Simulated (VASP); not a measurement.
Cu2O, 6 atoms in the cell. It takes space group P4_2/nnm (No. 134, tetragonal). Conventional cell: a = 4.269 Å, b = 4.269 Å, c = 4.226 Å, α = 90.00°, β = 90.00°, γ = 90.00°. Within 2.4 Å of Cu (site symmetry 2/m) lie 2 O at 1.84 Å. O (site symmetry -42m) has 4 Cu at 1.84 Å within 2.4 Å.  This cell differs from its parent crystal: z stretched by -1 %.

| Item | Value |
| --- | --- |
| Program | VASP 6.6.1 |
| Task | relaxation of the atoms |
| Functional | PBE |
| Potentials or basis | VASP PAW PBE potentials, release 64 (Cu, O) |
| Cutoff | 520 eV |
| k mesh | 7 × 7 × 7 |
| Occupations | fermi-dirac, width 0.02 eV |
| Spin | no spin polarisation |
| Dipole correction | no |
| Further INCAR settings | ALGO = Normal; EDIFF = 1e-07; IBRION = 2; EDIFFG = -0.02; NSW = 80 |

Potentials or basis: VASP PAW PBE potentials, release 64 (Cu, O).

Launch:

```sh
$ cat potpaw_PBE.64/Cu/POTCAR potpaw_PBE.64/O/POTCAR > POTCAR
$ mpirun -np 1 vasp_std > vasp.out
```

Hardware: 1 thread of Oxide Virtual Turin-like Processor (shared host).

Task: How long does it take, and how much memory?

Result: It took 2.1 min on 1 thread of Oxide Virtual Turin-like Processor (shared host), peak memory 0.19 GiB. Counts: scf iterations 16, k points 40, ion steps 1.
